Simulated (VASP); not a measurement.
The system is Ta.

```
Ta
1.0
    -1.65939    1.65939    1.65939
     1.65939   -1.65939    1.65939
     1.65939    1.65939   -1.65939
Ta
1
Cartesian
  0.0000 0.0000 0.0000
```

* Program: VASP 6.6.1
* Task: relaxation of cell and atoms
* Functional: PBE
* Dispersion: D3(BJ)
* Potentials or basis: VASP PAW PBE potentials, release 64 (Ta_pv)
* Cutoff: 600 eV
* k mesh: 18 × 18 × 18
* Occupations: gaussian, width 0.1 eV
* Spin: no spin polarisation

At the start: pressure -5.8 GPa; volume 18.28 Å³/atom.

**Question.** How do energy, volume and symmetry change on relaxing?

**Answer.** Over 4 steps the energy falls by 10.0 meV/atom and the volume is 17.74 Å³/atom (-2.9 %); space group Im-3m (No. 229, to 0.05 Å).

The path:
```tsv
step	energy change (eV)	largest force (eV/Å)	pressure (GPa)	volume (Å³)
1	0.0000	0.0000	-5.83	18.28
2	0.0451	0.0000	16.14	16.57
3	-0.0100	0.0000	-0.12	17.75
4	-0.0100	0.0000	-0.02	17.74
```

Final structure:
```cif
data_structure
_symmetry_space_group_name_H-M 'P 1'
_symmetry_Int_Tables_number 1
_cell_length_a 2.8456
_cell_length_b 2.8456
_cell_length_c 2.8456
_cell_angle_alpha 109.471
_cell_angle_beta 109.471
_cell_angle_gamma 109.471
_cell_volume 17.74
loop_
_atom_site_label
_atom_site_type_symbol
_atom_site_fract_x
_atom_site_fract_y
_atom_site_fract_z
_atom_site_occupancy
Ta1 Ta 0.00000 0.00000 0.00000 1
```

Caveat: pairwise dispersion overbinds metals, which lowers pressure and volume.
